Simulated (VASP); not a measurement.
# MgO (R-3m) in VASP: a series of runs

The runs below take MgO through single point, with PBE.

Everything below comes from runs of VASP 6.6.1. Logs are shortened: lines on timing, memory, paths and dates and some standing lists are left out, and cuts for length are marked.

### Step 1. The cell of the first run

It takes space group R-3m (No. 166, trigonal). The conventional cell has a = 2.362 Å, b = 2.362 Å, c = 11.287 Å, α = 90.00°, β = 90.00°, γ = 120.00°. Mg (site symmetry -3m) has 6 O at 2.32 Å and 6 Mg at 2.36 Å within 3.1 Å. Within 3.1 Å of O (site symmetry -3m) lie 6 Mg at 2.32 Å and 6 O at 2.36 Å.

### Step 2. Single point, PBE

Input file INCAR:

```
SYSTEM = MgO
ALGO     = Normal         ! electronic algorithm
EDIFF    = 1E-7           ! SCF threshold, eV
ENCUT    = 520            ! plane-wave cutoff, eV
GGA      = PE             ! functional
ISIF     = 2              ! what is computed and relaxed
ISMEAR   = 0              ! smearing method
LASPH    = .TRUE.         ! aspherical terms in the spheres
LCHARG   = .FALSE.        ! write CHGCAR
LREAL    = .FALSE.        ! projectors in reciprocal space
LWAVE    = .FALSE.        ! write WAVECAR
NBANDS   = 11             ! bands
NELM     = 100            ! most SCF steps
PREC     = Accurate       ! precision mode
SIGMA    = 0.1            ! smearing width, eV
```

Input file KPOINTS:

```
k-points
0
G
  12 12 12
  0 0 0
```

Input file POSCAR:

```
MgO
1.0
    1.1811496351      0.6819370598      3.7621803193
   -1.1811496351      0.6819370598      3.7621803193
    0.0000000000     -1.3638741196      3.7621803193
Mg O
1 1
Direct
    0.0000000000      0.0000000000      0.0000000000
    0.5000000000      0.5000000000      0.5000000000
```

Potentials or basis: VASP PAW PBE potentials, release 64 (Mg, O).

Command:

```bash
$ cat potpaw_PBE.64/Mg/POTCAR potpaw_PBE.64/O/POTCAR > POTCAR
$ mpirun -np 1 vasp_std > vasp.out
```

OUTCAR:

```text
SYSTEM = MgO
   EDIFF = 1E-7
   ENCUT = 520
   GGA = PE
   ISIF = 2
   ISMEAR = 0
   LASPH = .TRUE.
   LREAL = .FALSE.
   NELM = 100
   PREC = Accurate

 ion  position               nearest neighbor table
   1  0.000  0.000  0.000-   2 2.32   2 2.32   2 2.32   2 2.32   2 2.32   2 2.32
   2  0.500  0.500  0.500-   1 2.32   1 2.32   1 2.32   1 2.32   1 2.32   1 2.32

  LATTYP: Found a trigonal (rhomboedric) cell.
 ALAT       =     4.0017687800
 COS(alpha) =     0.8257648184

  Lattice vectors:

 A1 = (   1.1811496351,   0.6819370598,   3.7621803193)
 A2 = (  -1.1811496351,   0.6819370598,   3.7621803193)
 A3 = (   0.0000000000,  -1.3638741196,   3.7621803193)

Analysis of symmetry for initial positions (statically):
=====================================================================
 Subroutine PRICEL returns:
 Original cell was already a primitive cell.

 Routine SETGRP: Setting up the symmetry group for a
 trigonal (rhombohedral) supercell.

 Subroutine GETGRP returns: Found 12 space group operations
 (whereof 12 operations were pure point group operations)
 out of a pool of 12 trial point group operations.

The static configuration has the point symmetry D_3d.

Analysis of symmetry for dynamics (positions and initial velocities):
=====================================================================
 Subroutine PRICEL returns:
 Original cell was already a primitive cell.

 Routine SETGRP: Setting up the symmetry group for a
 trigonal (rhombohedral) supercell.

 Subroutine GETGRP returns: Found 12 space group operations
 (whereof 12 operations were pure point group operations)
 out of a pool of 12 trial point group operations.

The dynamic configuration has the point symmetry D_3d.

 Subroutine INISYM returns: Found 12 space group operations
 (whereof 12 operations are pure point group operations),
 and found     1 'primitive' translations

----------------------------------------------------------------------------------------

                                     Primitive cell

  volume of cell :      18.1819

  direct lattice vectors                    reciprocal lattice vectors
     1.181149635  0.681937060  3.762180319     0.423316390  0.244401832  0.088601105
    -1.181149635  0.681937060  3.762180319    -0.423316390  0.244401832  0.088601105
     0.000000000 -1.363874120  3.762180319     0.000000000 -0.488803664  0.088601105

  length of vectors
     4.001768780  4.001768780  4.001768780     0.496768737  0.496768737  0.496768737

  position of ions in fractional coordinates (direct lattice)
     0.000000000  0.000000000  0.000000000
     0.500000000  0.500000000  0.500000000

  ion indices of the primitive-cell ions
   primitive index   ion index
                 1           1
                 2           2

----------------------------------------------------------------------------------------

 KPOINTS: k-points

Automatic generation of k-mesh.
 Grid dimensions read from file:
 generate k-points for:   12   12   12

 Generating k-lattice:

  Cartesian coordinates                     Fractional coordinates (reciprocal lattice)
     0.035276366  0.020366819  0.007383425     0.083333333 -0.000000000  0.000000000
    -0.035276366  0.020366819  0.007383425    -0.000000000  0.083333333  0.000000000
     0.000000000 -0.040733639  0.007383425     0.000000000  0.000000000  0.083333333

  Length of vectors
     0.041397395  0.041397395  0.041397395

  Shift w.r.t. Gamma in fractional coordinates (k-lattice)
     0.000000000  0.000000000  0.000000000

 Subroutine IBZKPT returns following result:
 ===========================================

 Found    189 irreducible k-points:

 Following reciprocal coordinates:
            Coordinates               Weight
  0.000000  0.000000  0.000000      1.000000
  0.083333 -0.000000 -0.000000      6.000000
  0.166667 -0.000000 -0.000000      6.000000
  0.250000  0.000000  0.000000      6.000000
  0.333333 -0.000000 -0.000000      6.000000
  0.416667  0.000000  0.000000      6.000000
[... 16 lines left out ...]
  0.500000  0.166667  0.000000     12.000000
 -0.416667  0.166667  0.000000     12.000000
 [... further k-points ...]
   k-points           NKPTS =    189   k-points in BZ     NKDIM =    189   number of bands    NBANDS=     11
   number of dos      NEDOS =    301   number of ions     NIONS =      2
   total plane-waves  NPLWV =  27000
   dimension x,y,z NGX =    30 NGY =   30 NGZ =   30
   dimension x,y,z NGXF=    60 NGYF=   60 NGZF=   60
   ions per type =               1   1
   NGX,Y,Z   is equivalent  to a cutoff of  12.46, 12.46, 12.46 a.u.
   NGXF,Y,Z  is equivalent  to a cutoff of  24.93, 24.93, 24.93 a.u.
 SYSTEM =  MgO
   PREC   = accura    normal or accurate (medium, high low for compatibility)
   ISTART =      0    job   : 0-new  1-cont  2-samecut
   ICHARG =      2    charge: 1-file 2-atom 10-const
   ISPIN  =      1    spin polarized calculation?
   LNONCOLLINEAR =      F non collinear calculations
   LSORBIT =      F    spin-orbit coupling
   LASPH  =      T    aspherical Exc in radial PAW
   ENCUT  =  520.0 eV  38.22 Ry    6.18 a.u.   7.44  7.44  7.44*2*pi/ulx,y,z
   NELM   =    100;   NELMIN=  2; NELMDL= -5     # of ELM steps
   EDIFF  = 0.1E-06   stopping-criterion for ELM
   LREAL  =      F    real-space projection
   EDIFFG = 0.1E-05   stopping-criterion for IOM
   NSW    =      0    number of steps for IOM
   IBRION =     -1    ionic relax: 0-MD 1-quasi-New 2-CG
   NFREE  =      0    steps in history (QN), initial steepest desc. (CG)
   ISIF   =      2    stress and relaxation
   ISYM   =      2    0-nonsym 1-usesym 2-fastsym
   POTIM  = 0.5000    time-step for ionic-motion
   TEBEG  =    0.0;   TEEND  =   0.0 temperature during run
   PSTRESS=    0.0 pullay stress
   NELECT =       8.0000    total number of electrons
   NUPDOWN=      -1.0000    fix difference up-down
   EMIN   =  10.00;   EMAX   =-10.00  energy-range for DOS
   EFERMI =   0.00;   METHOD = LEGACY
   ISMEAR =     0;   SIGMA  =   0.10  broadening in eV -4-tet -1-fermi 0-gaus
   EFERMI_NEDOS =   21; number of points for ismear=-14 and -15
   IALGO  =     38    algorithm
   IMIX   =      4    mixing-type and parameters
     AMIX     =   0.40;   BMIX     =  1.00
     AMIX_MAG =   1.60;   BMIX_MAG =  1.00
  volume/ion in A,a.u.               =       9.09        61.35
  Fermi-wavevector in a.u.,A,eV,Ry     =   1.245159  2.353009 21.094757  1.550421
  Thomas-Fermi vector in A             =   2.379394
   LORBIT       =      0    0 simple, 1 ext, 2 COOP (PROOUT), +10 PAW based schemes
   GGA     = PE    functional components
   LHFCALC =     F    Hartree Fock is set to
   AEXX    =    0.0000 exact exchange contribution
   IVDW    =     0    specifies the selected vdW correction
   LEPSILON=     F    determine dielectric tensor
   LRPA    =     F    only Hartree local field effects (RPA)
 non-spin polarized calculation
 Gauss-broadening in eV      SIGMA  =   0.10
  energy-cutoff  :      520.00
  volume of cell :       18.18
 maximum number of plane-waves:       510
 NGX is ok and might be reduce to    30
   NGX = 15   NGY = 15   NGZ = 15

 number of electron       8.0000000 magnetization

 Free energy of the ion-electron system (eV)
  ---------------------------------------------------
  ext. energy  EPLUGINS =         0.00000000
  ---------------------------------------------------
  free energy    TOTEN  =        -5.47942209 eV

  energy without entropy =       -5.47013598  energy(sigma->0) =       -5.47477903

 E-fermi :   6.3685     XC(G=0): -11.5105

 val. band max:        6.3669545871   @ k =   0.3333   0.3333   0.0833
 cond. band min:       6.3688267143   @ k =   0.2500   0.1667   0.0000
 fundamental gap:      0.0018721272
 Fermi energy:         6.3685460999

 k-point     1 :       0.0000    0.0000    0.0000
  band No.  band energies     occupation
      1     -13.5305      2.00000
      2       0.0818      2.00000
      3       1.5602      2.00000
      4       7.0877      0.00000
      5       7.0877      0.00000
      6      17.2427      0.00000
      7      20.4153      0.00000
      8      25.8867      0.00000
      9      25.8867      0.00000
     10      30.8275      0.00000
     11      32.4384      0.00000

 k-point     2 :       0.0833   -0.0000   -0.0000
  band No.  band energies     occupation
      1     -13.3852      2.00000
      2       0.1314      2.00000
      3       1.8548      2.00000
      4       6.6360      0.00016
      5       6.9905      0.00000
      6      17.0709      0.00000
      7      20.7978      0.00000
      8      23.7911      0.00000
      9      25.7735      0.00000
     10      30.4171      0.00000
     11      32.0678      0.00000

 k-point     3 :       0.1667   -0.0000   -0.0000
  band No.  band energies     occupation
      1     -12.9656      2.00000
      2       0.3523      2.00000
      3       2.5630      2.00000
      4       5.5409      2.00000
      5       6.7328      0.00000
      6      16.5049      0.00000
      7      20.9381      0.00000
      8      21.6883      0.00000
      9      25.4635      0.00000
     10      27.5033      0.00000
     11      30.6465      0.00000

 k-point     4 :       0.2500    0.0000    0.0000
  band No.  band energies     occupation
      1     -12.3281      2.00000
      2       0.7910      2.00000
      3       2.8439      2.00000
      4       4.8634      2.00000
      5       6.3971      0.68607
      6      15.3159      0.00000
      7      18.9700      0.00000
      8      22.5907      0.00000
      9      24.8769      0.00000
     10      25.0550      0.00000
     11      28.2892      0.00000

 k-point     5 :       0.3333   -0.0000   -0.0000
  band No.  band energies     occupation
      1     -11.5879      2.00000
      2       1.2543      2.00000
      3       1.8555      2.00000
      4       5.7592      2.00000
      5       6.0784      1.99996
      6      13.6718      0.00000
      7      17.9362      0.00000
      8      22.5927      0.00000
      9      23.2447      0.00000
     10      24.6739      0.00000
     11      26.1028      0.00000
[... 211 lines left out ...]
 k-point    21 :       0.3333    0.1667   -0.0000
  band No.  band energies     occupation
      1     -11.9602      2.00000
      2       0.5376      2.00000
      3       2.8999      2.00000
      4       5.6517      2.00000
      5       5.9042      2.00000
      6      14.6903      0.00000
      7      18.2323      0.00000
      8      21.2562      0.00000
      9      24.6336      0.00000
     10      24.8531      0.00000
     11      28.0438      0.00000

 k-point    22 :       0.4167    0.1667    0.0000
  band No.  band energies     occupation
      1     -11.2909      2.00000
      2       1.1132      2.00000
      3       2.0001      2.00000
      4       4.9632      2.00000
      5       6.9220      0.00000
      6      13.6142      0.00000
      7      17.5114      0.00000
      8      20.2754      0.00000
      9      22.7411      0.00000
     10      24.3157      0.00000
     11      27.9180      0.00000

 k-point    23 :       0.5000    0.1667    0.0000
  band No.  band energies     occupation
      1     -10.7317      2.00000
      2       0.8783      2.00000
      3       2.0544      2.00000
      4       4.4633      2.00000
      5       7.8271      0.00000
      6      12.4918      0.00000
      7      17.2869      0.00000
      8      19.4818      0.00000
      9      21.2150      0.00000
     10      23.8407      0.00000
     11      28.6365      0.00000

 k-point    24 :      -0.4167    0.1667    0.0000
  band No.  band energies     occupation
      1     -10.5134      2.00000
      2       0.5686      2.00000
      3       2.4276      2.00000
      4       4.2840      2.00000
      5       8.1674      0.00000
      6      11.6246      0.00000
      7      17.7239      0.00000
      8      18.8646      0.00000
      9      20.9574      0.00000
     10      23.6623      0.00000
     11      28.8655      0.00000

 [... further k-points ...]
[... 5 lines left out ...]
  --------------------------------------------------------------------------------------
  -------------------------------------------------------------------------------------
  Total       12.2047030     12.2047030     -9.0998959      0.0000000      0.0000000      0.0000000
  in kB     1075.4685789   1075.4685790   -801.8754814      0.0000000      0.0000000      0.0000000
  external PRESSURE =     449.6872255 kB  Pullay stress =       0.0000000 kB

 VOLUME and BASIS-vectors are now :
 -----------------------------------------------------------------------------
  energy-cutoff  :      520.00
  volume of cell :       18.18
      direct lattice vectors                 reciprocal lattice vectors
     1.181149635  0.681937060  3.762180319     0.423316390  0.244401832  0.088601105
    -1.181149635  0.681937060  3.762180319    -0.423316390  0.244401832  0.088601105
     0.000000000 -1.363874120  3.762180319     0.000000000 -0.488803664  0.088601105

 POSITION                                       TOTAL-FORCE (eV/Angst)
 -----------------------------------------------------------------------------------
      0.00000      0.00000      0.00000        -0.000000      0.000000     -0.000000
      0.00000      0.00000      5.64327         0.000000     -0.000000      0.000000
 -----------------------------------------------------------------------------------
    total drift:                               -0.000000      0.000000      0.000000

  FREE ENERGIE OF THE ION-ELECTRON SYSTEM (eV)
  ---------------------------------------------------
  free  energy   TOTEN  =        -5.4794220888 eV

  energy  without entropy=       -5.4701359784  energy(sigma->0) =       -5.47477903
```

It took 57 s on 1 thread of Intel Xeon Platinum 8559C (Emerald Rapids), shared host; peak memory 0.19 GiB.

Results:

- Free energy: -5.4794 eV
- Pressure: 45.0 GPa
- Band gap on the k mesh: zero (band 4 reaches 7.09 eV, above the bottom of band 5 at 5.70 eV)

Stress tensor (GPa, compression positive):
```
107.55   0.00   0.00
  0.00 107.55   0.00
  0.00   0.00 -80.19
```

### Step 3. Single point, PBE, collinear spin, ferromagnetic start

Input file INCAR:

```
SYSTEM = MgO
PREC = Accurate
ENCUT = 520
EDIFF = 1E-7
ISMEAR = 0
SIGMA = 0.1
LREAL = .False.
LASPH = .True.
NELM = 150
ALGO = Normal
ISIF = 2
LWAVE = .False.
LCHARG = .True.
ISPIN = 2
MAGMOM = 0 1
LORBIT = 11
GGA = PE
LELF = .True.
LVHAR = .True.
NBANDS = 15
```

Input file KPOINTS:

```
regular mesh
0
Gamma
  12 12 12
  0 0 0
```

POSCAR is that of step 2.

Potentials or basis: VASP PAW PBE potentials, release 64 (Mg, O).

Command:

```bash
$ cat potpaw_PBE.64/Mg/POTCAR potpaw_PBE.64/O/POTCAR > POTCAR
$ mpirun -np 1 vasp_std > vasp.out
```

Wall time 98 s (1 thread of Intel Xeon 6975P-C (Granite Rapids), shared host); peak memory 0.25 GiB.

Results (log left out):

* Free energy: -5.4821 eV
* Pressure: 45.0 GPa
* Net moment: 0.15 μB per cell
* Site moments: Mg +0.00; O +0.13 μB
* Valence electrons inside the program's atomic spheres: Mg 0.54; O 4.88

Stress tensor (GPa, compression positive):
```
107.83   0.00   0.00
  0.00 107.83   0.00
  0.00   0.00 -80.73
```

Levels at points of the mesh, in eV from the Fermi level:
Spin up:
```tsv
k point	band 1	band 2	band 3	band 4	band 5	band 6	band 7	band 8
(0.00, 0.00, 0.00)	-19.98	-6.31	-4.83	0.57	0.57	10.85	14.03	19.51
(0.50, 0.00, 0.00)	-17.16	-6.39	-4.10	-0.73	0.98	5.37	10.65	14.12
(0.50, 0.50, 0.00)	-17.15	-6.26	-4.58	-0.73	2.76	3.98	10.16	13.66
(0.50, 0.50, 0.50)	-19.73	-9.53	0.54	0.54	0.91	6.41	18.41	18.45
```
Spin down:
```csv
k point,band 1,band 2,band 3,band 4,band 5,band 6,band 7,band 8
"(0.00, 0.00, 0.00)",-19.78,-6.24,-4.77,0.90,0.90,10.91,14.09,19.54
"(0.50, 0.00, 0.00)",-16.92,-6.20,-4.00,-0.42,1.02,5.45,10.66,14.17
"(0.50, 0.50, 0.00)",-16.92,-6.07,-4.48,-0.42,2.78,4.07,10.19,13.67
"(0.50, 0.50, 0.50)",-19.53,-9.49,0.87,0.87,1.01,6.46,18.43,18.47
```
